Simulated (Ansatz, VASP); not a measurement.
**CoSi: VASP beside Ansatz**

```
CELL_PARAMETERS angstrom
0.00000 2.66531 2.66531
2.66531 0.00000 2.66531
2.66531 2.66531 0.00000
ATOMIC_POSITIONS crystal
Co 0.00000 0.00000 0.00000
Co 0.50000 0.50000 0.50000
Si 0.25000 0.25000 0.25000
Si 0.75000 0.75000 0.75000
```

Change from the starting cell: volume scaled by 0.88.

Alike in both runs: task relaxation of cell and atoms; functional RPBE; k mesh 9 × 9 × 9; occupations gaussian, width 0.01 eV; collinear spin; Hubbard terms Co d U = 6.0 eV.

|  | VASP | Ansatz |
| --- | --- | --- |
| version | VASP 6.6.1 | Ansatz 0.2.0 |
| potentials or method | VASP PAW PBE potentials, release 64 (Co, Si), cutoff 600 eV | all-electron LAPW, scalar-relativistic |

```csv
,VASP,Ansatz,Ansatz less VASP
"gap on the k mesh at the Fermi level, each at its own relaxed structure (eV)",none,none,-
net moment per atom (μB),0.92,0.49,-0.435
size of the moment on the site where the two differ most (μB),1.92,0.45,-1.468
relaxed volume (Å³/atom),13.98,11.53,-2.443
relaxed length of the cell vector where the two differ most in proportion (Å),4.292,4.026,-0.2662
```

The net moments are unlike, so the other rows may belong to different states. VASP's potentials were made for PBE, not for RPBE. Site moments also hang on the region over which each program counts them. The programs project onto different local orbitals, so the same U acts differently, and such runs can settle in different states. A gap of «none» marks a metal or a gap that the smearing closes. Ansatz ran all-electron here, and VASP with PAW potentials.

Noted on VASP's run: the volume moved by over 15 % at a fixed basis, so the end points are rough. Noted on Ansatz's run: the k mesh is thin for a metal, which can move the energy by tens of meV per atom; the magnetic state may not be the lowest; the volume moved by over 15 % at a fixed basis, so the end points are rough; U is the effective U less J, on atomic orbitals that reach past the spheres.
